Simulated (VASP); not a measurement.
Crystal: SiC.

```
CELL_PARAMETERS angstrom
2.87050 0.00000 0.00000
-1.43525 2.48593 0.00000
0.00000 0.00000 4.74778
ATOMIC_POSITIONS crystal
Si 0.00000 0.00000 0.00000
Si 0.00000 0.00000 0.50000
C 0.33333 0.66667 0.25000
C 0.66667 0.33333 0.75000
```

```yaml
Program: VASP 6.6.1
Task: relaxation of cell and atoms
Functional: r2SCAN
Potentials_or_basis: VASP PAW PBE potentials, release 64 (Si, C)
Cutoff: 600 eV
k_mesh: 12 × 12 × 6
Occupations: fermi-dirac, width 0.02 eV
Spin: no spin polarisation
```

At the start: pressure -5.4 GPa; volume 8.47 Å³/atom.

Q: Where does the relaxation end?

A: Over 8 steps the energy falls by 3.2 meV/atom and the volume is 8.31 Å³/atom (-1.9 %); space group P6_3/mmc (No. 194, to 0.1 Å) before and after.

Step by step:
| step | energy change (eV) | largest force (eV/Å) | pressure (GPa) | volume (Å³) |
| --- | --- | --- | --- | --- |
| 1 | 0.0000 | 0.0000 | -5.37 | 33.88 |
| 2 | 0.0058 | 0.0000 | 6.52 | 32.50 |
| 3 | -0.0129 | 0.0000 | -0.14 | 33.25 |
| 4 | -0.0129 | 0.0000 | -0.04 | 33.24 |
| 5 | -0.0129 | 0.0000 | 0.17 | 33.21 |
| 6 | -0.0129 | 0.0000 | 0.13 | 33.22 |
| 7 | -0.0129 | 0.0000 | -0.10 | 33.24 |
| 8 | -0.0129 | 0.0000 | -0.01 | 33.23 |

Final structure:
```yaml
crystal:
  lattice:
    - [2.85705, 0.00000, 0.00000]
    - [-1.42853, 2.47428, 0.00000]
    - [0.00000, 0.00000, 4.70080]
  atoms:
    - { symbol: Si, position: [0.00000, 0.00000, 0.00000] }
    - { symbol: Si, position: [0.00000, 0.00000, 0.50000] }
    - { symbol: C, position: [0.33333, 0.66667, 0.25000] }
    - { symbol: C, position: [0.66667, 0.33333, 0.75000] }
```

Caveat: the PAW data sets were made with another functional, which shifts forces and pressure a little.
